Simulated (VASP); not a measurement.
Set up this calculation in VASP 6.6.1, as the native input.

| Item | Value |
| --- | --- |
| Task | relaxation of cell and atoms |
| Functional | BLYP |
| Dispersion | D3(BJ) |
| Potentials or basis | VASP PAW PBE potentials, release 64 (Ta_sv_GW) |
| Cutoff | 500 eV |
| k mesh | 11 × 11 × 11 |
| Occupations | fermi-dirac, width 0.05 eV |
| Spin | no spin polarisation |
| Dipole correction | no |
| Further INCAR settings | ALGO = Normal; EDIFF = 1e-07; IBRION = 2; EDIFFG = -0.01; NSW = 60; ISIF = 3 |

The structure of Ta lies in POSCAR:

```
Ta
1.0
   -1.6512800000      1.6512800000      1.6512800000
    1.6512800000     -1.6512800000      1.6512800000
    1.6512800000      1.6512800000     -1.6512800000
Ta
1
Direct
    0.0000000000      0.0000000000      0.0000000000
```

The input as run:

INCAR

```
SYSTEM = Ta
AGGAC    = 1.0          
AGGAX    = 1.0          
ALDAC    = 0.0          
ALDAX    = 1.0          
ALGO     = Normal         ! electronic algorithm
EDIFF    = 1E-7           ! SCF threshold, eV
EDIFFG   = -0.01          ! ionic threshold
ENCUT    = 500            ! plane-wave cutoff, eV
GGA      = B5             ! functional
GGA_COMPAT= .FALSE.      
IBRION   = 2              ! ionic algorithm
ISIF     = 3              ! what is computed and relaxed
ISMEAR   = -1             ! smearing method
IVDW     = 12             ! dispersion correction
LASPH    = .TRUE.         ! aspherical terms in the spheres
LCHARG   = .FALSE.        ! write CHGCAR
LREAL    = .FALSE.        ! projectors in reciprocal space
LWAVE    = .FALSE.        ! write WAVECAR
NELM     = 120            ! most SCF steps
NELMIN   = 4            
NSW      = 60             ! ionic steps
PREC     = Accurate       ! precision mode
SIGMA    = 0.05           ! smearing width, eV
VDW_A1   = 0.4298       
VDW_A2   = 4.2359       
VDW_S6   = 1.0          
VDW_S8   = 2.6996
```

KPOINTS

```
k-points
0
G
  11 11 11
  0 0 0
```

Potentials or basis: VASP PAW PBE potentials, release 64 (Ta_sv_GW).

The run is started by

```console
$ cat potpaw_PBE.64/Ta_sv_GW/POTCAR > POTCAR
$ mpirun -np 1 vasp_std > vasp.out
```

It gave:

```yaml
Relaxed_volume: 17.43 Å³/atom
Relaxed_cell: a = 2.829 Å, b = 2.829 Å, c = 2.829 Å, α = 109.47°, β = 109.47°, γ = 109.47°
Space_group_after_relaxing_to_0.1_Å: Im-3m (No. 229)
Energy_gained_by_relaxing: 12.8 meV/atom
Ionic_steps: 4
Pressure_after_relaxing: 0.0 GPa
Band_gap_on_the_k_mesh: zero (an odd number of electrons rules out a gap without spin polarisation)
Dispersion_energy_per_atom: -1.696 eV
```

Caveat: the dispersion term is far too large for a dense solid, which distorts pressure and volume; the PAW data sets were made with another functional, which shifts forces and pressure a little; spin-orbit coupling is left out, which moves the levels of the heavy elements.

Wall time 52 s on 1 thread of Intel(R) Xeon(R) Platinum 8488C (Sapphire Rapids) (shared host), peak memory 0.16 GiB.
